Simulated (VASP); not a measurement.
Write the native input for VASP 6.6.1 that does the following.

| Quantity | Value |
| --- | --- |
| Task | single point |
| Functional | PBE |
| Potentials or basis | VASP PAW PBE potentials, release 64 (Al, B, Sb) |
| Cutoff | 520 eV |
| k mesh | 6 × 6 × 4 |
| Occupations | gaussian, width 0.1 eV |
| Spin | no spin polarisation |
| Dipole correction | no |
| Further INCAR settings | ALGO = Normal; EDIFF = 1e-06; NBANDS = 19 |

The structure of Al3B2Sb lies in POSCAR:

```
Al3B2Sb
1.0
    4.9860939939      0.0000000000      0.0000000000
   -2.4930469970      4.3180840644      0.0000000000
    0.0000000000      0.0000000000      6.0909173144
Al B Sb
3 2 1
Direct
    0.5000000000      0.0000000000      0.3590418391
    0.0000000000      0.5000000000      0.3590418391
    0.5000000000      0.5000000000      0.3590418391
    0.0000000000      0.0000000000      0.2255899612
    0.0000000000      0.0000000000      0.4928435721
    0.0000000000      0.0000000000      0.8592010095
```

The cell was built from a structure type or drawn by symmetry, and may not be a known phase.

These files were run (other wordings do the same):

INCAR

```
PREC = Accurate ; ENCUT = 520
EDIFF = 1E-6 ; ISMEAR = 0
SIGMA = 0.1 ; LREAL = F
LASPH = T ; NELM = 80
ALGO = Normal ; ISIF = 2
LWAVE = F ; LCHARG = T
GGA = PE ; LELF = T
LVHAR = T ; NBANDS = 19
```

KPOINTS

```
regular mesh
0
Gamma
  6 6 4
```

Potentials or basis: VASP PAW PBE potentials, release 64 (Al, B, Sb).

The run is started by

```bash
$ cat potpaw_PBE.64/Al/POTCAR potpaw_PBE.64/B/POTCAR potpaw_PBE.64/Sb/POTCAR > POTCAR
$ mpirun -np 1 vasp_std > vasp.out
```

Results of the run:

The pressure is -0.1 GPa. The largest force is 0.043 eV/Å and the band gap on the k mesh is zero (bands 10 and 11 overlap by 1.23 eV).

Caveat: spin-orbit coupling is left out, which moves the levels of the heavy elements.

It took 42 s on 1 thread of Intel(R) Xeon(R) Platinum 8124M CPU @ 3.00GHz (Skylake/Cascade Lake), with other jobs on the host, peak memory 0.27 GiB.
